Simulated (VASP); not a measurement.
# Mg (Im-3m) in VASP: notebook

Mg is run at these levels: PBE; tasks: electric field gradients.

Everything below comes from runs of VASP 6.6.1. Logs are shortened: lines on timing, memory, paths and dates and some standing lists are left out, and cuts for length are marked.

## (1) The cell of the first run

The structure is cubic, space group Im-3m (No. 229). Conventional cell: a = 2.953 Å, b = 2.953 Å, c = 2.953 Å, α = 90.00°, β = 90.00°, γ = 90.00°. Mg (site symmetry m-3m) has 14 Mg at 2.56 to 2.95 Å within 3.4 Å.

This isn't the form of Mg at room conditions, which is hcp.

## (2) Electric field gradients, PBE

INCAR reads:

```
SYSTEM = Mg
PREC     = Accurate       ! precision mode
ENCUT    = 520            ! plane-wave cutoff, eV
EDIFF    = 1E-8           ! SCF threshold, eV
ISMEAR   = -1             ! smearing method
SIGMA    = 0.03           ! smearing width, eV
LREAL    = .False.        ! projectors in reciprocal space
LASPH    = .True.         ! aspherical terms in the spheres
NELM     = 100            ! most SCF steps
ALGO     = Normal         ! electronic algorithm
ISIF     = 2              ! what is computed and relaxed
LWAVE    = .False.        ! write WAVECAR
LCHARG   = .False.        ! write CHGCAR
GGA      = PE             ! functional
LEFG     = .True.       
NBANDS   = 7              ! bands
```

KPOINTS reads:

```
regular mesh
0
Gamma
  19 19 19
  0 0 0
```

POSCAR reads:

```
Mg
1.0
   -1.4765000000      1.4765000000      1.4765000000
    1.4765000000     -1.4765000000      1.4765000000
    1.4765000000      1.4765000000     -1.4765000000
Mg
1
Direct
    0.0000000000      0.0000000000      0.0000000000
```

Potentials or basis: VASP PAW PBE potentials, release 64 (Mg).

Command:

```console
$ cat potpaw_PBE.64/Mg/POTCAR > POTCAR
$ mpirun -np 1 vasp_std > vasp.out
```

OUTCAR:

```text
SYSTEM = Mg
   PREC = Accurate
   ENCUT = 520
   EDIFF = 1E-8
   ISMEAR = -1
   LREAL = .False.
   LASPH = .True.
   NELM = 100
   ISIF = 2
   GGA = PE

 ion  position               nearest neighbor table
   1  0.000  0.000  0.000-

  LATTYP: Found a body centered cubic cell.
 ALAT       =     2.9530000000

  Lattice vectors:

 A1 = (  -1.4765000000,   1.4765000000,   1.4765000000)
 A2 = (   1.4765000000,  -1.4765000000,   1.4765000000)
 A3 = (   1.4765000000,   1.4765000000,  -1.4765000000)

Analysis of symmetry for initial positions (statically):
=====================================================================
 Subroutine PRICEL returns:
 Original cell was already a primitive cell.

 Routine SETGRP: Setting up the symmetry group for a
 body centered cubic supercell.

 Subroutine GETGRP returns: Found 48 space group operations
 (whereof 48 operations were pure point group operations)
 out of a pool of 48 trial point group operations.

The static configuration has the point symmetry O_h .

Analysis of symmetry for dynamics (positions and initial velocities):
=====================================================================
 Subroutine PRICEL returns:
 Original cell was already a primitive cell.

 Routine SETGRP: Setting up the symmetry group for a
 body centered cubic supercell.

 Subroutine GETGRP returns: Found 48 space group operations
 (whereof 48 operations were pure point group operations)
 out of a pool of 48 trial point group operations.

The dynamic configuration has the point symmetry O_h .

 Subroutine INISYM returns: Found 48 space group operations
 (whereof 48 operations are pure point group operations),
 and found     1 'primitive' translations

----------------------------------------------------------------------------------------

                                     Primitive cell

  volume of cell :      12.8754

  direct lattice vectors                    reciprocal lattice vectors
    -1.476500000  1.476500000  1.476500000     0.000000000  0.338638673  0.338638673
     1.476500000 -1.476500000  1.476500000     0.338638673  0.000000000  0.338638673
     1.476500000  1.476500000 -1.476500000     0.338638673  0.338638673  0.000000000

  length of vectors
     2.557373017  2.557373017  2.557373017     0.478907403  0.478907403  0.478907403

  position of ions in fractional coordinates (direct lattice)
     0.000000000  0.000000000  0.000000000

  ion indices of the primitive-cell ions
   primitive index   ion index
                 1           1

----------------------------------------------------------------------------------------

 KPOINTS: regular mesh

Automatic generation of k-mesh.
 Grid dimensions read from file:
 generate k-points for:   19   19   19

 Generating k-lattice:

  Cartesian coordinates                     Fractional coordinates (reciprocal lattice)
     0.000000000  0.017823088  0.017823088     0.052631579  0.000000000  0.000000000
     0.017823088  0.000000000  0.017823088     0.000000000  0.052631579  0.000000000
     0.017823088  0.017823088  0.000000000     0.000000000  0.000000000  0.052631579

  Length of vectors
     0.025205653  0.025205653  0.025205653

  Shift w.r.t. Gamma in fractional coordinates (k-lattice)
     0.000000000  0.000000000  0.000000000

 Subroutine IBZKPT returns following result:
 ===========================================

 Found    220 irreducible k-points:

 Following reciprocal coordinates:
            Coordinates               Weight
  0.000000  0.000000  0.000000      1.000000
  0.052632  0.000000  0.000000     12.000000
  0.105263  0.000000  0.000000     12.000000
  0.157895  0.000000  0.000000     12.000000
  0.210526  0.000000  0.000000     12.000000
  0.263158  0.000000  0.000000     12.000000
[... 16 lines left out ...]
  0.263158  0.105263 -0.000000     48.000000
  0.315789  0.105263  0.000000     48.000000
 [... further k-points ...]
   k-points           NKPTS =    220   k-points in BZ     NKDIM =    220   number of bands    NBANDS=      7
   number of dos      NEDOS =    301   number of ions     NIONS =      1
   total plane-waves  NPLWV =   8000
   dimension x,y,z NGX =    20 NGY =   20 NGZ =   20
   dimension x,y,z NGXF=    40 NGYF=   40 NGZF=   40
   ions per type =               1
   NGX,Y,Z   is equivalent  to a cutoff of  13.00, 13.00, 13.00 a.u.
   NGXF,Y,Z  is equivalent  to a cutoff of  26.00, 26.00, 26.00 a.u.
 SYSTEM =  Mg
   PREC   = accura    normal or accurate (medium, high low for compatibility)
   ISTART =      0    job   : 0-new  1-cont  2-samecut
   ICHARG =      2    charge: 1-file 2-atom 10-const
   ISPIN  =      1    spin polarized calculation?
   LNONCOLLINEAR =      F non collinear calculations
   LSORBIT =      F    spin-orbit coupling
   LASPH  =      T    aspherical Exc in radial PAW
   ENCUT  =  520.0 eV  38.22 Ry    6.18 a.u.   4.76  4.76  4.76*2*pi/ulx,y,z
   NELM   =    100;   NELMIN=  2; NELMDL= -5     # of ELM steps
   EDIFF  = 0.1E-07   stopping-criterion for ELM
   LREAL  =      F    real-space projection
   EDIFFG = 0.1E-06   stopping-criterion for IOM
   NSW    =      0    number of steps for IOM
   IBRION =     -1    ionic relax: 0-MD 1-quasi-New 2-CG
   NFREE  =      0    steps in history (QN), initial steepest desc. (CG)
   ISIF   =      2    stress and relaxation
   ISYM   =      2    0-nonsym 1-usesym 2-fastsym
   POTIM  = 0.5000    time-step for ionic-motion
   TEBEG  =    0.0;   TEEND  =   0.0 temperature during run
   PSTRESS=    0.0 pullay stress
   NELECT =       2.0000    total number of electrons
   NUPDOWN=      -1.0000    fix difference up-down
   EMIN   =  10.00;   EMAX   =-10.00  energy-range for DOS
   EFERMI =   0.00;   METHOD = LEGACY
   ISMEAR =    -1;   SIGMA  =   0.03  broadening in eV -4-tet -1-fermi 0-gaus
   EFERMI_NEDOS =   21; number of points for ismear=-14 and -15
   IALGO  =     38    algorithm
   IMIX   =      4    mixing-type and parameters
     AMIX     =   0.40;   BMIX     =  1.00
     AMIX_MAG =   1.60;   BMIX_MAG =  1.00
  volume/ion in A,a.u.               =      12.88        86.89
  Fermi-wavevector in a.u.,A,eV,Ry     =   0.880031  1.663018 10.537098  0.774455
  Thomas-Fermi vector in A             =   2.000336
   LORBIT       =      0    0 simple, 1 ext, 2 COOP (PROOUT), +10 PAW based schemes
   GGA     = PE    functional components
   LHFCALC =     F    Hartree Fock is set to
   AEXX    =    0.0000 exact exchange contribution
   IVDW    =     0    specifies the selected vdW correction
   LEPSILON=     F    determine dielectric tensor
   LRPA    =     F    only Hartree local field effects (RPA)
 non-spin polarized calculation
  energy-cutoff  :      520.00
  volume of cell :       12.88
 maximum number of plane-waves:       370
   NGX =  9   NGY =  9   NGZ =  9

 number of electron       2.0000000 magnetization

 Free energy of the ion-electron system (eV)
  ---------------------------------------------------
  ext. energy  EPLUGINS =         0.00000000
  ---------------------------------------------------
  free energy    TOTEN  =        -0.24877931 eV

  energy without entropy =       -0.24779499  energy(sigma->0) =       -0.24828715

 E-fermi :   6.6239     XC(G=0): -10.4949

 val. band max:        6.6160408769   @ k =   0.3684   0.1579   0.1053
 cond. band min:       6.6324416434   @ k =  -0.4737  -0.4737   0.2632
 fundamental gap:      0.0164007665
 Fermi energy:         6.6238695100

 k-point     1 :       0.0000    0.0000    0.0000
  band No.  band energies     occupation
      1      -3.2704      2.00000
      2      24.0333      0.00000
      3      24.0333      0.00000
      4      24.0333      0.00000
      5      26.7608      0.00000
      6      26.7608      0.00000
      7      28.5160      0.00000

 k-point     2 :       0.0526    0.0000    0.0000
  band No.  band energies     occupation
      1      -3.1737      2.00000
      2      23.1128      0.00000
      3      23.4834      0.00000
      4      23.9205      0.00000
      5      25.8225      0.00000
      6      26.0959      0.00000
      7      29.2252      0.00000
[... 201 lines left out ...]
 k-point    23 :       0.2632    0.1053   -0.0000
  band No.  band energies     occupation
      1       0.3719      2.00000
      2      11.6703      0.00000
      3      16.3667      0.00000
      4      21.3220      0.00000
      5      23.3004      0.00000
      6      26.9322      0.00000
      7      30.1010      0.00000

 k-point    24 :       0.3158    0.1053    0.0000
  band No.  band energies     occupation
      1       1.5280      2.00000
      2       9.6925      0.00000
      3      15.8474      0.00000
      4      20.9583      0.00000
      5      22.9517      0.00000
      6      26.8781      0.00000
      7      30.4760      0.00000

 [... further k-points ...]

------------------------ aborting loop because EDIFF is reached ----------------------------------------

  FORCE on cell =-STRESS in cart. coord.  units (eV):
  Direction    XX          YY          ZZ          XY          YZ          ZX
  --------------------------------------------------------------------------------------
  -------------------------------------------------------------------------------------
  Total        5.1011062      5.1011062      5.1011062      0.0000000      0.0000000      0.0000000
  in kB      634.7673807    634.7673807    634.7673807      0.0000000      0.0000000      0.0000000
  external PRESSURE =     634.7673807 kB  Pullay stress =       0.0000000 kB

 VOLUME and BASIS-vectors are now :
 -----------------------------------------------------------------------------
  energy-cutoff  :      520.00
  volume of cell :       12.88
      direct lattice vectors                 reciprocal lattice vectors
    -1.476500000  1.476500000  1.476500000     0.000000000  0.338638673  0.338638673
     1.476500000 -1.476500000  1.476500000     0.338638673  0.000000000  0.338638673
     1.476500000  1.476500000 -1.476500000     0.338638673  0.338638673  0.000000000

 POSITION                                       TOTAL-FORCE (eV/Angst)
 -----------------------------------------------------------------------------------
      0.00000      0.00000      0.00000         0.000000      0.000000     -0.000000
 -----------------------------------------------------------------------------------
    total drift:                                0.000000      0.000000     -0.000000

  FREE ENERGIE OF THE ION-ELECTRON SYSTEM (eV)
  ---------------------------------------------------
  free  energy   TOTEN  =        -0.2487793055 eV

  energy  without entropy=       -0.2477949886  energy(sigma->0) =       -0.24828715

 Electric field gradients (V/A^2)
---------------------------------------------------------------------
 ion       V_xx      V_yy      V_zz      V_xy      V_xz      V_yz
---------------------------------------------------------------------
   1      -0.000     0.000     0.000     0.000     0.000     0.000
---------------------------------------------------------------------

 Electric field gradients after diagonalization (V/A^2)
 (convention: |V_zz| > |V_xx| > |V_yy|)
----------------------------------------------------------------------
 ion       V_xx      V_yy      V_zz     asymmetry (V_yy - V_xx)/ V_zz
----------------------------------------------------------------------
   1      -0.000    -0.000     0.000       0.000
----------------------------------------------------------------------

           NMR quadrupolar parameters

 Cq : quadrupolar parameter    Cq=e*Q*V_zz/h
 eta: asymmetry parameters     (V_yy - V_xx)/ V_zz
 Q  : nuclear electric quadrupole moment in mb (millibarn)
----------------------------------------------------------------------
 ion       Cq(MHz)       eta       Q (mb)
----------------------------------------------------------------------
   1       0.000       0.000       1.000
----------------------------------------------------------------------
```

It took 23 s on 1 thread of Intel Xeon 8259CL, shared host; peak memory 0.14 GiB.

What came out:

```yaml
Free_energy: -0.2488 eV
Pressure: 63.5 GPa
Band_gap_on_the_k_mesh: zero (bands 1 and 2 overlap by 4.20 eV)
Largest_electric_field_gradient_by_atom: zero within the noise of the run
```

Caveat: the cell stands under pressure.

(Part 1 of 3 ends here.)
